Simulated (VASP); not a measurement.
# SnO2 (I4_1/amd) in VASP: a series of runs

The runs below take SnO2 through single point, with LDA.

Everything below comes from runs of VASP 6.6.1. Logs are shortened: lines on timing, memory, paths and dates and some standing lists are left out, and cuts for length are marked.

## 1. The cell of the first run

It takes space group I4_1/amd (No. 141, tetragonal). The conventional cell has a = 3.814 Å, b = 3.814 Å, c = 11.027 Å, α = 90.00°, β = 90.00°, γ = 90.00°. Within 2.7 Å of Sn (site symmetry -4m2) lie 6 O at 2.00 to 2.15 Å. Within 2.7 Å of O (site symmetry 2mm) lie 3 Sn at 2.00 to 2.15 Å and 2 O at 2.46 Å.

## 2. Single point, LDA (13.36 Å³/atom)

The input, INCAR:

```
PREC = Accurate
ENCUT = 520
EDIFF = 1E-6
ISMEAR = 0
SIGMA = 0.05
LREAL = F
LASPH = T
NELM = 100
ALGO = Normal
ISIF = 2
LWAVE = F
LCHARG = F
NBANDS = 35
```

The input, KPOINTS:

```
Automatic mesh
0
Gamma
  10 10 10
```

The input, POSCAR:

```
SnO2
1.0
   -1.9067525751      1.9067525751      5.5135657461
    1.9067525751     -1.9067525751      5.5135657461
    1.9067525751      1.9067525751     -5.5135657461
Sn O
2 4
Direct
    0.7500000000      0.2500000000      0.5000000000
    0.0000000000      0.0000000000      0.0000000000
    0.8047517886      0.8047517886      0.0000000000
    0.9452482114      0.4452482114      0.5000000000
    0.1952482114      0.1952482114      0.0000000000
    0.5547517886      0.0547517886      0.5000000000
```

Potentials or basis: VASP PAW LDA potentials, release 64 (Sn_d, O).

Run with:

```
$ cat potpaw_LDA.64/Sn_d/POTCAR potpaw_LDA.64/O/POTCAR > POTCAR
$ mpirun -np 1 vasp_std > vasp.out
```

OUTCAR:

```text
PREC = Accurate
   ENCUT = 520
   EDIFF = 1E-6
   ISMEAR = 0
   LREAL = F
   LASPH = T
   NELM = 100
   ISIF = 2

 ion  position               nearest neighbor table
   1  0.750  0.250  0.500-   3 2.00   5 2.00   3 2.00   5 2.00   4 2.15   6 2.15   2 3.35   2 3.35
                             2 3.35   2 3.35
   2  0.000  0.000  0.000-   6 2.00   4 2.00   6 2.00   4 2.00   3 2.15   5 2.15   1 3.35   1 3.35
                             1 3.35   1 3.35
   3  0.805  0.805  0.000-   1 2.00   1 2.00   2 2.15
   4  0.945  0.445  0.500-   2 2.00   2 2.00   1 2.15
   5  0.195  0.195  0.000-   1 2.00   1 2.00   2 2.15
   6  0.555  0.055  0.500-   2 2.00   2 2.00   1 2.15

  LATTYP: Found a body centered tetragonal cell.
 ALAT       =     3.8135051502
 C/A-ratio  =     2.8916000000

  Lattice vectors:

 A1 = (  -1.9067525751,   1.9067525751,   5.5135657461)
 A2 = (   1.9067525751,  -1.9067525751,   5.5135657461)
 A3 = (   1.9067525751,   1.9067525751,  -5.5135657461)

Analysis of symmetry for initial positions (statically):
=====================================================================
 Subroutine PRICEL returns:
 Original cell was already a primitive cell.

 Routine SETGRP: Setting up the symmetry group for a
 body centered tetragonal supercell.

 Subroutine GETGRP returns: Found 16 space group operations
 (whereof  8 operations were pure point group operations)
 out of a pool of 16 trial point group operations.

The static configuration has the point symmetry D_2d.
 The point group associated with its full space group is D_4h.

Analysis of symmetry for dynamics (positions and initial velocities):
=====================================================================
 Subroutine PRICEL returns:
 Original cell was already a primitive cell.

 Routine SETGRP: Setting up the symmetry group for a
 body centered tetragonal supercell.

 Subroutine GETGRP returns: Found 16 space group operations
 (whereof  8 operations were pure point group operations)
 out of a pool of 16 trial point group operations.

The dynamic configuration has the point symmetry D_2d.
 The point group associated with its full space group is D_4h.

 Subroutine INISYM returns: Found 16 space group operations
 (whereof  8 operations are pure point group operations),
 and found     1 'primitive' translations

----------------------------------------------------------------------------------------

                                     Primitive cell

  volume of cell :      80.1828

  direct lattice vectors                    reciprocal lattice vectors
[... 102 lines left out ...]
   ISYM   =      2    0-nonsym 1-usesym 2-fastsym
   POTIM  = 0.5000    time-step for ionic-motion
   TEBEG  =    0.0;   TEEND  =   0.0 temperature during run
   PSTRESS=    0.0 pullay stress
   NELECT =      52.0000    total number of electrons
   NUPDOWN=      -1.0000    fix difference up-down
   EMIN   =  10.00;   EMAX   =-10.00  energy-range for DOS
   EFERMI =   0.00;   METHOD = LEGACY
   ISMEAR =     0;   SIGMA  =   0.05  broadening in eV -4-tet -1-fermi 0-gaus
   EFERMI_NEDOS =   21; number of points for ismear=-14 and -15
   IALGO  =     38    algorithm
   IMIX   =      4    mixing-type and parameters
     AMIX     =   0.40;   BMIX     =  1.00
     AMIX_MAG =   1.60;   BMIX_MAG =  1.00
  volume/ion in A,a.u.               =      13.36        90.18
  Fermi-wavevector in a.u.,A,eV,Ry     =   1.417040  2.677818 27.320542  2.008003
  Thomas-Fermi vector in A             =   2.538312
   LORBIT       =      0    0 simple, 1 ext, 2 COOP (PROOUT), +10 PAW based schemes
   GGA     = CA    functional components
   LHFCALC =     F    Hartree Fock is set to
   AEXX    =    0.0000 exact exchange contribution
   IVDW    =     0    specifies the selected vdW correction
   LEPSILON=     F    determine dielectric tensor
   LRPA    =     F    only Hartree local field effects (RPA)
 non-spin polarized calculation
 Gauss-broadening in eV      SIGMA  =   0.05
  energy-cutoff  :      520.00
  volume of cell :       80.18
 maximum number of plane-waves:      2181
 NGX is ok and might be reduce to    48
   NGX = 23   NGY = 23   NGZ = 23

 number of electron      52.0000002 magnetization

 Free energy of the ion-electron system (eV)
  ---------------------------------------------------
  ext. energy  EPLUGINS =         0.00000000
  ---------------------------------------------------
  free energy    TOTEN  =       -41.47998394 eV

  energy without entropy =      -41.47998394  energy(sigma->0) =      -41.47998394

 E-fermi :   4.2741     XC(G=0): -10.9753

 val. band max:        3.9803489038   @ k =  -0.4000   0.4000   0.0000
 cond. band min:       5.6669763992   @ k =   0.0000   0.0000   0.0000
 fundamental gap:      1.6866274954
 Fermi energy:         4.2741111359

 k-point     1 :       0.0000    0.0000    0.0000
  band No.  band energies     occupation
      1     -16.3325      2.00000
      2     -16.1688      2.00000
      3     -16.0401      2.00000
      4     -15.4342      2.00000
      5     -15.3685      2.00000
      6     -15.3685      2.00000
[... 901 lines left out ...]
     34      15.1240      0.00000
     35      16.6560      0.00000

 [... further k-points ...]

------------------------ aborting loop because EDIFF is reached ----------------------------------------

  FORCE on cell =-STRESS in cart. coord.  units (eV):
  Direction    XX          YY          ZZ          XY          YZ          ZX
  --------------------------------------------------------------------------------------
  -------------------------------------------------------------------------------------
  Total        3.6212708      3.6212708     -2.3913307      0.0000000     -0.0000000      0.0000000
  in kB       72.3586327     72.3586327    -47.7825140      0.0000000     -0.0000000      0.0000000
  external PRESSURE =      32.3115838 kB  Pullay stress =       0.0000000 kB

 VOLUME and BASIS-vectors are now :
 -----------------------------------------------------------------------------
  energy-cutoff  :      520.00
  volume of cell :       80.18
      direct lattice vectors                 reciprocal lattice vectors
    -1.906752575  1.906752575  5.513565746     0.000000000  0.262225947  0.090685415
     1.906752575 -1.906752575  5.513565746     0.262225947  0.000000000  0.090685415
     1.906752575  1.906752575 -5.513565746     0.262225947  0.262225947  0.000000000

 POSITION                                       TOTAL-FORCE (eV/Angst)
 -----------------------------------------------------------------------------------
      0.00000      1.90675      2.75678        -0.000000     -0.000000      0.000000
      0.00000      0.00000      0.00000        -0.000000     -0.000000      0.000000
      0.00000      0.00000      8.87410        -0.000000      0.000000     -0.002221
     -0.00000      1.90675      4.90981         0.000000     -0.000000      0.002221
      0.00000      0.00000      2.15303        -0.000000      0.000000      0.002221
      0.00000      1.90675      0.60376         0.000000     -0.000000     -0.002221
 -----------------------------------------------------------------------------------
    total drift:                               -0.000000      0.000000     -0.000000

  FREE ENERGIE OF THE ION-ELECTRON SYSTEM (eV)
  ---------------------------------------------------
  free  energy   TOTEN  =       -41.4799839420 eV

  energy  without entropy=      -41.4799839420  energy(sigma->0) =      -41.47998394
```

OSZICAR:

```text
N       E                     dE             d eps       ncg     rms          rms(c)
DAV:   1     0.644628654605E+03    0.64463E+03   -0.25510E+04  7737   0.224E+03
DAV:   2     0.567119670764E+02   -0.58792E+03   -0.55327E+03  7748   0.605E+02
DAV:   3    -0.427247072137E+02   -0.99437E+02   -0.97750E+02  7761   0.211E+02
DAV:   4    -0.480159195610E+02   -0.52912E+01   -0.52530E+01  8753   0.533E+01
DAV:   5    -0.481606897148E+02   -0.14477E+00   -0.14455E+00  8617   0.924E+00    0.164E+01
DAV:   6    -0.415227705796E+02    0.66379E+01   -0.18876E+01 11589   0.686E+01    0.638E+00
DAV:   7    -0.415807779606E+02   -0.58007E-01   -0.23449E+00  7772   0.845E+00    0.332E+00
DAV:   8    -0.414982419498E+02    0.82536E-01   -0.28284E-01 11147   0.520E+00    0.807E-01
DAV:   9    -0.414797162678E+02    0.18526E-01   -0.53712E-02 11086   0.381E+00    0.150E-01
DAV:  10    -0.414799667508E+02   -0.25048E-03   -0.47591E-03 10322   0.648E-01    0.563E-02
DAV:  11    -0.414799828029E+02   -0.16052E-04   -0.41126E-04 11291   0.275E-01    0.204E-02
DAV:  12    -0.414799904238E+02   -0.76209E-05   -0.55470E-05  8712   0.577E-02    0.191E-02
DAV:  13    -0.414799838439E+02    0.65799E-05   -0.30496E-05  9543   0.800E-02    0.362E-03
DAV:  14    -0.414799839420E+02   -0.98163E-07   -0.46068E-06  8077   0.199E-02
   1 F= -.41479984E+02 E0= -.41479984E+02  d E =-.122001E-18
```

stdout:

```text
POSCAR found type information on POSCAR SnO
 POSCAR found :  2 types and       6 ions
 scaLAPACK will be used
 LDA part: xc-table for (Slater(with rela. corr.)+CA(PZ))
 , standard interpolation
 POSCAR, INCAR and KPOINTS ok, starting setup
 FFT: planning ... GRIDC
 FFT: planning ... GRID_SOFT
 FFT: planning ... GRID
 WAVECAR not read
 entering main loop
```

Run time: 12 min. Hardware: 1 thread of Intel Xeon 8259CL, shared host; peak memory 0.41 GiB.

What came out:

```yaml
Free_energy: -41.4800 eV
Pressure: 3.2 GPa
Band_gap_on_the_k_mesh: 1.69 eV (least direct gap 1.93 eV)
```

Forces in eV/Å, atoms in the order of the input:
```
Sn   0.000  0.000  0.000
Sn   0.000  0.000  0.000
O    0.000  0.000 -0.002
O    0.000  0.000  0.002
O    0.000  0.000  0.002
O    0.000  0.000 -0.002
```

Caveat: the cell stands under pressure; spin-orbit coupling is left out, which moves the levels of the heavy elements.

## 3. Single point, LDA (13.36 Å³/atom)

The input, INCAR:

```
SYSTEM = SnO2
PREC     = Accurate       ! precision mode
ENCUT    = 520            ! plane-wave cutoff, eV
EDIFF    = 1E-6           ! SCF threshold, eV
ISMEAR   = 0              ! smearing method
SIGMA    = 0.05           ! smearing width, eV
LREAL    = .False.        ! projectors in reciprocal space
LASPH    = .True.         ! aspherical terms in the spheres
NELM     = 60             ! most SCF steps
ALGO     = Normal         ! electronic algorithm
ISIF     = 2              ! what is computed and relaxed
LWAVE    = .False.        ! write WAVECAR
LCHARG   = .False.        ! write CHGCAR
GGA      = CA             ! functional
NBANDS   = 35             ! bands
```

The input, KPOINTS:

```
regular mesh
0
Gamma
  10 10 10
  0 0 0
```

The input, POSCAR:

```
SnO2
1.0
   -2.0663519985      2.0663519985      4.6947517406
    2.0663519985     -2.0663519985      4.6947517406
    2.0663519985      2.0663519985     -4.6947517406
Sn O
2 4
Direct
    0.7500000000      0.2500000000      0.5000000000
    0.0000000000      0.0000000000      0.0000000000
    0.7866760996      0.7866760996      0.0000000000
    0.9633239004      0.4633239004      0.5000000000
    0.2133239004      0.2133239004      0.0000000000
    0.5366760996      0.0366760996      0.5000000000
```

Potentials or basis: VASP PAW LDA potentials, release 64 (Sn_d, O).

Run with:

```
$ cat potpaw_LDA.64/Sn_d/POTCAR potpaw_LDA.64/O/POTCAR > POTCAR
$ mpirun -np 1 vasp_std > vasp.out
```

Wall time 8.3 min (1 thread of Intel Xeon 8259CL, shared host); peak memory 0.37 GiB.

Results (log left out):

```
Free energy            : -41.4602 eV
Pressure               : -0.4 GPa
Largest force          : 0.090 eV/Å
Band gap on the k mesh : 1.77 eV (least direct gap 2.39 eV)
```

Forces on the atoms (eV/Å):
```
Sn   0.000  0.000  0.000
Sn   0.000  0.000  0.000
O    0.000  0.000 -0.090
O    0.000  0.000  0.090
O    0.000  0.000  0.090
O    0.000  0.000 -0.090
```

Stress tensor (GPa, compression positive):
```
-5.26  0.00  0.00
 0.00 -5.26  0.00
 0.00  0.00  9.39
```

Levels at points of the mesh, in eV from the valence-band top:
| k point | band 22 | band 23 | band 24 | band 25 | band 26 | band 27 | band 28 | band 29 | band 30 | band 31 |
| --- | --- | --- | --- | --- | --- | --- | --- | --- | --- | --- |
| (0.00, 0.00, 0.00) | -1.29 | -0.72 | -0.72 | -0.62 | -0.62 | 1.77 | 5.21 | 9.49 | 10.70 | 10.97 |
| (0.50, 0.00, 0.00) | -1.01 | -0.94 | -0.84 | -0.78 | -0.60 | 4.98 | 6.17 | 7.82 | 8.31 | 10.21 |
| (0.50, 0.50, 0.00) | -1.18 | -0.72 | -0.72 | -0.08 | -0.08 | 7.07 | 7.07 | 7.26 | 7.26 | 8.36 |
| (0.50, 0.50, 0.50) | -2.88 | -1.01 | -1.01 | -0.47 | -0.47 | 4.08 | 4.08 | 8.06 | 8.06 | 11.54 |

Caveat: spin-orbit coupling is left out, which moves the levels of the heavy elements.

## 4. Single point, LDA (13.36 Å³/atom)

The input, INCAR:

```
ALGO = Normal
EDIFF = 1E-6
ENCUT = 520
GGA = CA
ISIF = 2
ISMEAR = 0
LASPH = True
LCHARG = False
LREAL = False
LWAVE = False
NBANDS = 35
NELM = 60
PREC = Accurate
SIGMA = 0.05
```

The input, KPOINTS:

```
k-points
0
Gamma
  10 10 10
```

The input, POSCAR:

```
SnO2
1.0
   -1.9849516330      1.9849516330      5.0876986906
    1.9849516330     -1.9849516330      5.0876986906
    1.9849516330      1.9849516330     -5.0876986906
Sn O
2 4
Direct
    0.7500000000      0.2500000000      0.5000000000
    0.0000000000      0.0000000000      0.0000000000
    0.7970017034      0.7970017034      0.0000000000
    0.9529982966      0.4529982966      0.5000000000
    0.2029982966      0.2029982966      0.0000000000
    0.5470017034      0.0470017034      0.5000000000
```

Run with:

```
$ cat potpaw_LDA.64/Sn_d/POTCAR potpaw_LDA.64/O/POTCAR > POTCAR
$ mpirun -np 1 vasp_std > vasp.out
```

Wall time 11 min (1 thread of Intel Xeon 8259CL, shared host); peak memory 0.41 GiB.

The run converged. Its results:

```
Free energy            : -41.7341 eV
Pressure               : 1.2 GPa
Largest force          : 0.049 eV/Å
Band gap on the k mesh : 1.78 eV (least direct gap 2.18 eV)
```

Forces on the atoms (eV/Å):
```
Sn   0.000  0.000  0.000
Sn   0.000  0.000  0.000
O    0.000  0.000 -0.049
O    0.000  0.000  0.049
O    0.000  0.000  0.049
O    0.000  0.000 -0.049
```

Stress tensor (GPa, compression positive):
```
1.10 0.00 0.00
0.00 1.10 0.00
0.00 0.00 1.51
```

Levels at points of the mesh, in eV from the valence-band top:
| k point | band 22 | band 23 | band 24 | band 25 | band 26 | band 27 | band 28 | band 29 | band 30 | band 31 |
| --- | --- | --- | --- | --- | --- | --- | --- | --- | --- | --- |
| (0.00, 0.00, 0.00) | -1.07 | -0.68 | -0.68 | -0.40 | -0.40 | 1.78 | 5.71 | 9.12 | 9.70 | 9.76 |
| (0.50, 0.00, 0.00) | -1.13 | -0.79 | -0.77 | -0.58 | -0.37 | 5.09 | 6.31 | 7.88 | 8.59 | 9.86 |
| (0.50, 0.50, 0.00) | -0.90 | -0.81 | -0.81 | -0.04 | -0.04 | 7.43 | 7.43 | 7.65 | 7.65 | 8.68 |
| (0.50, 0.50, 0.50) | -2.81 | -1.05 | -1.05 | -0.29 | -0.29 | 4.43 | 4.43 | 7.45 | 7.45 | 11.99 |

Caveat: spin-orbit coupling is left out, which moves the levels of the heavy elements. A k mesh can miss the band edges.

## 5. Single point, LDA (14.43 Å³/atom)

This run uses another cell than the first one, of 14.43 Å³/atom.

The input, INCAR:

```
SYSTEM = SnO2
PREC     = Accurate       ! precision mode
ENCUT    = 520            ! plane-wave cutoff, eV
EDIFF    = 1E-7           ! SCF threshold, eV
ISMEAR   = 0              ! smearing method
SIGMA    = 0.05           ! smearing width, eV
LREAL    = .FALSE.        ! projectors in reciprocal space
LASPH    = .TRUE.         ! aspherical terms in the spheres
NELM     = 60             ! most SCF steps
ALGO     = Normal         ! electronic algorithm
ISIF     = 2              ! what is computed and relaxed
LWAVE    = .FALSE.        ! write WAVECAR
LCHARG   = .FALSE.        ! write CHGCAR
NBANDS   = 35             ! bands
```

The input, KPOINTS:

```
regular mesh
0
G
  10 10 10
  0 0 0
```

The input, POSCAR:

```
SnO2
1.0
   -2.1200520061      2.1200520061      4.8167581578
    2.1200520061     -2.1200520061      4.8167581578
    2.1200520061      2.1200520061     -4.8167581578
Sn O
2 4
Direct
    0.7500000000      0.2500000000      0.5000000000
    0.0000000000      0.0000000000      0.0000000000
    0.7914534667      0.7914534667      0.0000000000
    0.9585465333      0.4585465333      0.5000000000
    0.2085465333      0.2085465333      0.0000000000
    0.5414534667      0.0414534667      0.5000000000
```

Run with:

```
$ cat potpaw_LDA.64/Sn_d/POTCAR potpaw_LDA.64/O/POTCAR > POTCAR
$ mpirun -np 1 vasp_std > vasp.out
```

Wall time 4.8 min (1 thread of Intel Xeon 6975P-C (Granite Rapids), shared host); peak memory 0.37 GiB.

It converged, with:

- Free energy: -41.2510 eV
- Pressure: -9.0 GPa
- Largest force: 0.091 eV/Å
- Band gap on the k mesh: 1.36 eV (least direct gap 1.81 eV)

Forces on the atoms (eV/Å):
```
Sn   0.000  0.000  0.000
Sn   0.000  0.000  0.000
O    0.000  0.000 -0.091
O    0.000  0.000  0.091
O    0.000  0.000  0.091
O    0.000  0.000 -0.091
```

Stress tensor (GPa, compression positive):
```
-13.58   0.00   0.00
  0.00 -13.58   0.00
  0.00   0.00   0.26
```

Levels at points of the mesh, in eV from the valence-band top:
```tsv
k point	band 23	band 24	band 25	band 26	band 27	band 28	band 29	band 30
(0.00, 0.00, 0.00)	-0.62	-0.62	-0.45	-0.45	1.36	4.94	9.20	10.19
(0.50, 0.00, 0.00)	-0.78	-0.73	-0.62	-0.52	4.34	5.62	7.44	7.76
(0.50, 0.50, 0.00)	-0.67	-0.67	-0.09	-0.09	6.47	6.47	6.80	6.80
(0.50, 0.50, 0.50)	-0.93	-0.93	-0.34	-0.34	3.76	3.76	7.78	7.78
```

Caveat: the cell stands under tension; spin-orbit coupling is left out, which moves the levels of the heavy elements. A k mesh can miss the band edges.

(Part 1 of 2 ends here.)
